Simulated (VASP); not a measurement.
# Al (Immm) in VASP: further runs

Al is run at these levels: PBEsol; tasks: single point.

Everything below comes from runs of VASP 6.6.1. Logs are shortened: lines on timing, memory, paths and dates and some standing lists are left out, and cuts for length are marked.

## Step 1: The cell of the first run

The structure is orthorhombic, space group Immm (No. 71). Conventional cell: a = 3.165 Å, b = 3.213 Å, c = 3.261 Å, α = 90.00°, β = 90.00°, γ = 90.00°. Al (site symmetry mmm) has 14 Al at 2.78 to 3.26 Å within 3.7 Å.

## Step 2: Single point, PBEsol (strain +0.0150 x Voigt [1, -1, 0, 0, 0, 0])

The input, INCAR:

```
ALGO = Fast ; EDIFF = 1E-7
ENCUT = 520 ; GGA = PS
ISIF = 2 ; ISMEAR = 0
LASPH = T ; LCHARG = T
LELF = T ; LREAL = F
LVHAR = T ; LWAVE = F
NBANDS = 8 ; NELM = 100
PREC = Accurate ; SIGMA = 0.15
```

The input, KPOINTS:

```
k-points
0
Gamma
  26 26 26
```

The input, POSCAR:

```
Al
1.0
   -1.6305355890      1.5823424188      1.6064390039
    1.6305355890     -1.5823424188      1.6064390039
    1.6305355890      1.5823424188     -1.6064390039
Al
1
Direct
    0.0000000000      0.0000000000      0.0000000000
```

Potentials or basis: VASP PAW PBE potentials, release 64 (Al).

Launch:

```
$ cat potpaw_PBE.64/Al/POTCAR > POTCAR
$ mpirun -np 1 vasp_std > vasp.out
```

OUTCAR:

```text
EDIFF = 1E-7
   ENCUT = 520
   GGA = PS
   ISIF = 2
   ISMEAR = 0
   LASPH = T
   LREAL = F
   NELM = 100
   PREC = Accurate

 ion  position               nearest neighbor table
   1  0.000  0.000  0.000-

  LATTYP: Found a body centered orthorhombic cell.
 ALAT       =     3.1646848376
 B/A-ratio  =     1.0152284264
 C/A-ratio  =     1.0304568528

  Lattice vectors:

 A1 = (  -1.6305355890,  -1.5823424188,  -1.6064390039)
 A2 = (  -1.6305355890,   1.5823424188,   1.6064390039)
 A3 = (   1.6305355890,   1.5823424188,  -1.6064390039)

Analysis of symmetry for initial positions (statically):
=====================================================================
 Subroutine PRICEL returns:
 Original cell was already a primitive cell.

 Routine SETGRP: Setting up the symmetry group for a
 body centered orthorhombic supercell.

 Subroutine GETGRP returns: Found  8 space group operations
 (whereof  8 operations were pure point group operations)
 out of a pool of  8 trial point group operations.

The static configuration has the point symmetry D_2h.

Analysis of symmetry for dynamics (positions and initial velocities):
=====================================================================
 Subroutine PRICEL returns:
 Original cell was already a primitive cell.

 Routine SETGRP: Setting up the symmetry group for a
 body centered orthorhombic supercell.

 Subroutine GETGRP returns: Found  8 space group operations
 (whereof  8 operations were pure point group operations)
 out of a pool of  8 trial point group operations.

The dynamic configuration has the point symmetry D_2h.

 Subroutine INISYM returns: Found  8 space group operations
 (whereof  8 operations are pure point group operations),
 and found     1 'primitive' translations

----------------------------------------------------------------------------------------

                                     Primitive cell

  volume of cell :      16.5789

  direct lattice vectors                    reciprocal lattice vectors
    -1.630535589  1.582342419  1.606439004     0.000000000  0.315987231  0.311247423
     1.630535589 -1.582342419  1.606439004     0.306647707  0.000000000  0.311247423
     1.630535589  1.582342419 -1.606439004     0.306647707  0.315987231  0.000000000

  length of vectors
     2.782642649  2.782642649  2.782642649     0.443534541  0.436929942  0.440318915
[... 80 lines left out ...]
   LREAL  =      F    real-space projection
   EDIFFG = 0.1E-05   stopping-criterion for IOM
   NSW    =      0    number of steps for IOM
   IBRION =     -1    ionic relax: 0-MD 1-quasi-New 2-CG
   NFREE  =      0    steps in history (QN), initial steepest desc. (CG)
   ISIF   =      2    stress and relaxation
   ISYM   =      2    0-nonsym 1-usesym 2-fastsym
   POTIM  = 0.5000    time-step for ionic-motion
   TEBEG  =    0.0;   TEEND  =   0.0 temperature during run
   PSTRESS=    0.0 pullay stress
   NELECT =       3.0000    total number of electrons
   NUPDOWN=      -1.0000    fix difference up-down
   EMIN   =  10.00;   EMAX   =-10.00  energy-range for DOS
   EFERMI =   0.00;   METHOD = LEGACY
   ISMEAR =     0;   SIGMA  =   0.15  broadening in eV -4-tet -1-fermi 0-gaus
   EFERMI_NEDOS =   21; number of points for ismear=-14 and -15
   IALGO  =     68    algorithm
   IMIX   =      4    mixing-type and parameters
     AMIX     =   0.40;   BMIX     =  1.00
     AMIX_MAG =   1.60;   BMIX_MAG =  1.00
  volume/ion in A,a.u.               =      16.58       111.88
  Fermi-wavevector in a.u.,A,eV,Ry     =   0.925970  1.749830 11.665914  0.857420
  Thomas-Fermi vector in A             =   2.051882
   LORBIT       =      0    0 simple, 1 ext, 2 COOP (PROOUT), +10 PAW based schemes
   GGA     = PS    functional components
   LHFCALC =     F    Hartree Fock is set to
   AEXX    =    0.0000 exact exchange contribution
   IVDW    =     0    specifies the selected vdW correction
   LEPSILON=     F    determine dielectric tensor
   LRPA    =     F    only Hartree local field effects (RPA)
 non-spin polarized calculation
 RMM-DIIS sequential band-by-band and
 Gauss-broadening in eV      SIGMA  =   0.15
  energy-cutoff  :      520.00
  volume of cell :       16.58
 maximum number of plane-waves:       464
 NGX is ok and might be reduce to    24
   NGX = 11   NGY = 11   NGZ = 11

 number of electron       3.0000000 magnetization

 Free energy of the ion-electron system (eV)
  ---------------------------------------------------
  ext. energy  EPLUGINS =         0.00000000
  ---------------------------------------------------
  free energy    TOTEN  =        -3.99731051 eV

  energy without entropy =       -3.99262722  energy(sigma->0) =       -3.99496887

 E-fermi :   7.9045     XC(G=0): -10.2432

 val. band max:        7.9044024758   @ k =  -0.3846  -0.1154   0.1154
 cond. band min:       7.9080745667   @ k =   0.1538   0.2692   0.0769
 fundamental gap:      0.0036720910
 Fermi energy:         7.9044975205

 k-point     1 :       0.0000    0.0000    0.0000
  band No.  band energies     occupation
      1      -3.1922      2.00000
      2      20.7727      0.00000
      3      21.1309      0.00000
      4      21.4686      0.00000
      5      22.3531      0.00000
      6      22.4646      0.00000
      7      22.6621      0.00000
      8      23.7802      0.00000
[... 243 lines left out ...]
 k-point    24 :       0.3462    0.0385   -0.0000
  band No.  band energies     occupation
      1       0.6693      2.00000
      2       8.1819      0.00891
      3      15.3789      0.00000
      4      16.4597      0.00000
      5      18.2562      0.00000
      6      19.9904      0.00000
      7      26.9574      0.00000
      8      28.2777      0.00000

 [... further k-points ...]

------------------------ aborting loop because EDIFF is reached ----------------------------------------

  FORCE on cell =-STRESS in cart. coord.  units (eV):
  Direction    XX          YY          ZZ          XY          YZ          ZX
  --------------------------------------------------------------------------------------
  -------------------------------------------------------------------------------------
  Total        0.0447064     -0.0527158      0.0090527      0.0000000      0.0000000      0.0000000
  in kB        4.3204152     -5.0944433      0.8748531      0.0000000      0.0000000      0.0000000
  external PRESSURE =       0.0336084 kB  Pullay stress =       0.0000000 kB

 VOLUME and BASIS-vectors are now :
 -----------------------------------------------------------------------------
  energy-cutoff  :      520.00
  volume of cell :       16.58
      direct lattice vectors                 reciprocal lattice vectors
    -1.630535589  1.582342419  1.606439004     0.000000000  0.315987231  0.311247423
     1.630535589 -1.582342419  1.606439004     0.306647707  0.000000000  0.311247423
     1.630535589  1.582342419 -1.606439004     0.306647707  0.315987231  0.000000000

 POSITION                                       TOTAL-FORCE (eV/Angst)
 -----------------------------------------------------------------------------------
      0.00000      0.00000      0.00000         0.000000      0.000000      0.000000
 -----------------------------------------------------------------------------------
    total drift:                                0.000000     -0.000000      0.000000

  FREE ENERGIE OF THE ION-ELECTRON SYSTEM (eV)
  ---------------------------------------------------
  free  energy   TOTEN  =        -3.9973105124 eV

  energy  without entropy=       -3.9926272236  energy(sigma->0) =       -3.99496887
```

OSZICAR:

```text
N       E                     dE             d eps       ncg     rms          rms(c)
DAV:   1    -0.265472590960E+01   -0.26547E+01   -0.86474E+02 39656   0.205E+02
DAV:   2    -0.401991344077E+01   -0.13652E+01   -0.13282E+01 55336   0.186E+01
DAV:   3    -0.402664462508E+01   -0.67312E-02   -0.67262E-02 48160   0.144E+00
DAV:   4    -0.402666282579E+01   -0.18201E-04   -0.18201E-04 58552   0.686E-02
DAV:   5    -0.402666288568E+01   -0.59890E-07   -0.59946E-07 48616   0.262E-03    0.133E+00
RMM:   6    -0.400893184133E+01    0.17731E-01   -0.16710E-03 39538   0.197E-01    0.765E-01
RMM:   7    -0.399729309073E+01    0.11639E-01   -0.47984E-03 45860   0.327E-01    0.128E-01
RMM:   8    -0.399730807280E+01   -0.14982E-04   -0.24936E-04 43447   0.941E-02    0.292E-02
RMM:   9    -0.399731245952E+01   -0.43867E-05   -0.34530E-05 44180   0.372E-02    0.173E-02
RMM:  10    -0.399731225034E+01    0.20917E-06   -0.50444E-06 45442   0.137E-02    0.568E-03
RMM:  11    -0.399731046765E+01    0.17827E-05   -0.79498E-07 44464   0.448E-03    0.207E-03
RMM:  12    -0.399731051245E+01   -0.44804E-07   -0.23505E-07 41259   0.290E-03
   1 F= -.39973105E+01 E0= -.39949689E+01  d E =-.468329E-02
```

It took 3.6 min on 1 thread of Intel Xeon Platinum 8488C (Sapphire Rapids), shared host; peak memory 0.39 GiB.

What came out:

```
Free energy            : -3.9973 eV
Pressure               : 0.0 GPa
Band gap on the k mesh : zero (an odd number of electrons rules out a gap without spin polarisation)
```

Levels at points of the mesh, in eV from the Fermi level:
| k point | band 1 | band 2 | band 3 | band 4 |
| --- | --- | --- | --- | --- |
| (0.00, 0.00, 0.00) | -11.10 | 12.87 | 13.23 | 13.56 |
| (0.50, 0.00, 0.00) | -4.23 | -3.72 | 7.84 | 7.94 |
| (0.00, 0.50, 0.00) | -4.38 | -3.99 | 8.41 | 8.56 |
| (0.50, 0.50, 0.00) | -4.30 | -3.85 | 8.12 | 8.24 |
| (0.50, 0.50, 0.50) | 1.45 | 1.85 | 2.28 | 2.81 |

Caveat: the cell differs from its parent crystal (strain +0.0150 x Voigt [1, -1, 0, 0, 0, 0]); the PAW data sets were made with another functional, which shifts forces and pressure a little.

## Step 3: Single point, PBEsol (strain +0.0075 x Voigt [1, -1, 0, 0, 0, 0])

The input, INCAR:

```
ALGO = Fast
EDIFF = 1E-6
ENCUT = 520
GGA = PS
ISIF = 2
ISMEAR = 0
LASPH = True
LCHARG = True
LELF = True
LREAL = False
LVHAR = True
LWAVE = False
NBANDS = 8
NELM = 100
PREC = Accurate
SIGMA = 0.15
```

KPOINTS is that of step 2.

The input, POSCAR:

```
Al
1.0
   -1.6184872964      1.5943907114      1.6064390039
    1.6184872964     -1.5943907114      1.6064390039
    1.6184872964      1.5943907114     -1.6064390039
Al
1
Direct
    0.0000000000      0.0000000000      0.0000000000
```

Potentials or basis: VASP PAW PBE potentials, release 64 (Al).

Launch:

```
$ cat potpaw_PBE.64/Al/POTCAR > POTCAR
$ mpirun -np 1 vasp_std > vasp.out
```

OUTCAR:

```text
EDIFF = 1E-6
   ENCUT = 520
   GGA = PS
   ISIF = 2
   ISMEAR = 0
   LASPH = True
   LREAL = False
   NELM = 100
   PREC = Accurate

 ion  position               nearest neighbor table
   1  0.000  0.000  0.000-

  LATTYP: Found a body centered orthorhombic cell.
 ALAT       =     3.1887814228
 B/A-ratio  =     1.0075566750
 C/A-ratio  =     1.0151133501

  Lattice vectors:

 A1 = (  -1.6184872964,  -1.5943907114,  -1.6064390039)
 A2 = (  -1.6184872964,   1.5943907114,   1.6064390039)
[... 446 lines left out ...]

 [... further k-points ...]

------------------------ aborting loop because EDIFF is reached ----------------------------------------

  FORCE on cell =-STRESS in cart. coord.  units (eV):
  Direction    XX          YY          ZZ          XY          YZ          ZX
  --------------------------------------------------------------------------------------
  -------------------------------------------------------------------------------------
  Total        0.0219157     -0.0248749      0.0008647      0.0000000     -0.0000000      0.0000000
  in kB        2.1175711     -2.4034999      0.0835485      0.0000000     -0.0000000      0.0000000
  external PRESSURE =      -0.0674601 kB  Pullay stress =       0.0000000 kB

 VOLUME and BASIS-vectors are now :
 -----------------------------------------------------------------------------
  energy-cutoff  :      520.00
  volume of cell :       16.58
      direct lattice vectors                 reciprocal lattice vectors
    -1.618487296  1.594390711  1.606439004     0.000000000  0.313599419  0.311247423
     1.618487296 -1.594390711  1.606439004     0.308930445  0.000000000  0.311247423
     1.618487296  1.594390711 -1.606439004     0.308930445  0.313599419  0.000000000

 POSITION                                       TOTAL-FORCE (eV/Angst)
 -----------------------------------------------------------------------------------
      0.00000      0.00000      0.00000        -0.000000      0.000000     -0.000000
 -----------------------------------------------------------------------------------
    total drift:                                0.000000      0.000000      0.000000

  FREE ENERGIE OF THE ION-ELECTRON SYSTEM (eV)
  ---------------------------------------------------
  free  energy   TOTEN  =        -3.9967713015 eV

  energy  without entropy=       -3.9922284972  energy(sigma->0) =       -3.99449990
```

OSZICAR:

```text
N       E                     dE             d eps       ncg     rms          rms(c)
DAV:   1    -0.259632810834E+01   -0.25963E+01   -0.87264E+02 39664   0.206E+02
DAV:   2    -0.401905619866E+01   -0.14227E+01   -0.13756E+01 55296   0.189E+01
DAV:   3    -0.402612857929E+01   -0.70724E-02   -0.70682E-02 48032   0.148E+00
DAV:   4    -0.402614821204E+01   -0.19633E-04   -0.19632E-04 58072   0.706E-02
DAV:   5    -0.402614828047E+01   -0.68428E-07   -0.68826E-07 49168   0.278E-03    0.133E+00
RMM:   6    -0.400840060805E+01    0.17748E-01   -0.16746E-03 39541   0.197E-01    0.764E-01
RMM:   7    -0.399675211093E+01    0.11648E-01   -0.48089E-03 45702   0.327E-01    0.129E-01
RMM:   8    -0.399676718211E+01   -0.15071E-04   -0.24934E-04 43452   0.941E-02    0.293E-02
RMM:   9    -0.399677157452E+01   -0.43924E-05   -0.34529E-05 44092   0.372E-02    0.173E-02
RMM:  10    -0.399677130153E+01    0.27299E-06   -0.50203E-06 44567   0.136E-02
   1 F= -.39967713E+01 E0= -.39944999E+01  d E =-.454280E-02
```

Wall time 2.8 min (1 thread of Intel Xeon Platinum 8488C (Sapphire Rapids), shared host); peak memory 0.38 GiB.

Results:

| Property | Result |
| --- | --- |
| Free energy | -3.9968 eV |
| Pressure | 0.0 GPa |
| Band gap on the k mesh | zero (an odd number of electrons rules out a gap without spin polarisation) |

Levels at points of the mesh, in eV from the Fermi level:
```csv
k point,band 1,band 2,band 3,band 4,band 5,band 6
"(0.00, 0.00, 0.00)",-11.10,13.04,13.21,13.38,14.52,14.59
"(0.50, 0.00, 0.00)",-4.27,-3.79,7.97,8.09,9.75,11.28
"(0.00, 0.50, 0.00)",-4.34,-3.93,8.26,8.40,10.11,11.45
"(0.50, 0.50, 0.00)",-4.30,-3.86,8.11,8.24,9.93,11.36
"(0.50, 0.50, 0.50)",1.65,1.85,2.06,2.90,3.04,5.54
```

Caveat: the cell differs from its parent crystal (strain +0.0075 x Voigt [1, -1, 0, 0, 0, 0]); the PAW data sets were made with another functional, which shifts forces and pressure a little.
